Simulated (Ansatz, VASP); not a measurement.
## One calculation of SiO2, two programs

```
CELL_PARAMETERS angstrom
4.24872 0.00000 0.00000
0.00000 4.24872 0.00000
0.00000 0.00000 2.78036
ATOMIC_POSITIONS crystal
Si 0.50000 0.50000 0.50000
Si 0.00000 0.00000 0.00000
O 0.69301 0.69301 0.00000
O 0.19301 0.80699 0.50000
O 0.30699 0.30699 0.00000
O 0.80699 0.19301 0.50000
```

Alike in both runs: task single point; functional PBE; k mesh 6 × 6 × 10; occupations gaussian, width 0.05 eV; no spin polarisation.

```csv
,VASP,Ansatz
version,VASP 6.6.1,Ansatz 0.2.0
potentials or method,"VASP PAW PBE potentials, release 64 (Si, O), cutoff 520 eV","scalar-relativistic, plane waves, PAW"
valence electrons in the cell,32,32
```

VASP gave:

* gap on the k mesh at the Fermi level (eV): 4.24
* least direct gap on the mesh (eV): 4.24
* pressure (GPa): -11.7
* traceless stress, the component that is largest in VASP (GPa): -9.12
* rms of the force components (eV/Å): 0.002

Q: Estimate Ansatz's values.

A: gap on the k mesh at the Fermi level (eV): 4.27; least direct gap on the mesh (eV): 4.27; pressure (GPa): -12.0; traceless stress, the component that is largest in VASP (GPa): -9.49; rms of the force components (eV/Å): 0.004.

Atom by atom the forces differ by 0.006 eV/Å (rms over components). With one functional, cell and mesh, what is left measures potentials, basis and numerics.
